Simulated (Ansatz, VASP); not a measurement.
## PtSe2 in VASP and in Ansatz

```
CELL_PARAMETERS angstrom
3.72400 0.00000 0.00000
-1.86200 3.22508 0.00000
0.00000 0.00000 5.06200
ATOMIC_POSITIONS crystal
Pt 0.00000 0.00000 0.00000
Se 0.33333 0.66667 0.25000
Se 0.66667 0.33333 0.75000
```

Alike in both runs: task single point; functional PBEsol; dispersion D3(BJ); k mesh 18 × 18 × 10; occupations gaussian, width 0.15 eV; no spin polarisation.

|  | VASP | Ansatz |
| --- | --- | --- |
| version | VASP 6.6.1 | Ansatz 0.2.0 |
| potentials or method | VASP PAW PBE potentials, release 64 (Pt, Se), cutoff 520 eV | scalar-relativistic, plane waves, PAW |
| valence electrons in the cell | 22 | 50 |

Ansatz gave:

* gap on the k mesh at the Fermi level (eV): none
* pressure (GPa): -1.4
* traceless stress, the component that is largest in VASP (GPa): -1.08
* rms of the force components (eV/Å): 0.149

Question: Which values does VASP return?

Answer: gap on the k mesh at the Fermi level (eV): none; pressure (GPa): -1.2; traceless stress, the component that is largest in VASP (GPa): -1.11; rms of the force components (eV/Å): 0.156.

VASP's potentials were made for PBE, not for PBEsol. Atom by atom the forces differ by 0.007 eV/Å (rms over components). A gap of «none» marks a metal or a gap that the smearing closes. VASP's potentials hold 22 valence electrons a cell and Ansatz's 50, so a difference there can come from the potentials and not from the codes.

Neither program's run includes spin-orbit coupling.
